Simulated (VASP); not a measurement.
**PtSe2: single point with PBE**

PtSe2:

```
Pt Se
1.0
    -3.75166    0.00000    0.00000
     0.00000    6.49807    0.00000
     1.87583   -3.24903   -6.52688
Pt Se
2 4
Direct
  0.00000 0.00000 0.00000
  0.50000 0.50000 0.00000
  0.89991 0.23324 0.79981
  0.39991 0.73324 0.79981
  0.10009 0.76676 0.20019
  0.60009 0.26676 0.20019
```

```yaml
Program: VASP 6.6.1
Task: single point
Functional: PBE
Potentials_or_basis: VASP PAW PBE potentials, release 64 (Pt, Se)
Cutoff: 500 eV
k_mesh: 8 × 8 × 8
Occupations: gaussian, width 0.05 eV
Spin: no spin polarisation
Dipole_correction: no
Further_INCAR_settings: ALGO = Normal; EDIFF = 1e-06; NBANDS = 31
```

```yaml
Pressure: 0.0 GPa
Band_gap_on_the_k_mesh: 0.86 eV
```

Levels at points of the mesh, in eV from the valence-band top:
```tsv
k point	band 18	band 19	band 20	band 21	band 22	band 23	band 24	band 25	band 26	band 27
(0.00, 0.00, 0.00)	-1.61	-1.39	-0.28	-0.28	-0.24	2.14	2.34	2.62	2.62	4.16
(0.50, 0.00, 0.00)	-2.12	-1.65	-1.65	-0.70	-0.70	1.25	1.25	1.94	1.94	5.73
(0.00, 0.50, 0.00)	-0.90	-0.69	-0.69	-0.67	-0.67	1.43	1.43	2.31	2.31	5.33
(0.00, 0.50, 0.50)	-0.88	-0.63	-0.63	-0.17	-0.17	0.86	0.86	2.22	2.22	5.25
(0.50, 0.50, 0.00)	-2.17	-2.11	-2.06	-1.86	-1.39	1.94	2.14	2.34	2.49	4.38
(0.00, 0.00, 0.50)	-1.86	-1.35	-1.31	-0.31	-0.31	1.94	2.49	2.69	2.69	4.65
```

Wall time 6.5 min on 1 thread of Intel(R) Xeon(R) Platinum 8488C (Sapphire Rapids), with other jobs on the host, peak memory 0.66 GiB.

Caveat: spin-orbit coupling is left out, which moves the levels of the heavy elements; this functional lacks dispersion, which binds the layers, so the pressure and a relaxed spacing across them are unreliable. A k mesh can miss the band edges.
